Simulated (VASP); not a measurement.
HfO2:

```
Hf O
1.0
     0.00000    2.55750    2.55750
     2.55750    0.00000    2.55750
     2.55750    2.55750    0.00000
Hf O
1 2
Direct
  0.00000 0.00000 0.00000
  0.75000 0.75000 0.75000
  0.25000 0.25000 0.25000
```

Program: VASP 6.6.1. Alike in all runs: task single point; no spin polarisation; cell as given; k mesh 9 × 9 × 9; cutoff (eV) 520.

Problem. Order these runs on this cell by their pressure, lowest first.
A. level PBEsol+U; potentials or basis VASP PAW PBE potentials, release 64 (Hf_pv, O); U Hf d U = 6.0 eV; smearing fermi-dirac 0.05 eV
B. level PBEsol+U; potentials or basis VASP PAW PBE potentials, release 64 (Hf_pv, O); U Hf d U = 4.0 eV; smearing fermi-dirac 0.05 eV
C. level LDA; potentials or basis VASP PAW LDA potentials, release 64 (Hf_pv, O); smearing fermi-dirac 0.05 eV
D. level PBEsol; potentials or basis VASP PAW PBE potentials, release 64 (Hf_pv, O); smearing fermi-dirac 0.05 eV
E. level PBE; potentials or basis VASP PAW PBE potentials, release 64 (Hf_pv, O); smearing gaussian 0.013 eV

Solution. C (-19.3 GPa), D (-13.6 GPa), E (-6.0 GPa), B (-2.8 GPa), A (2.8 GPa).

Caveats: the PAW data sets were made with another functional, which shifts forces and pressure a little (some runs).
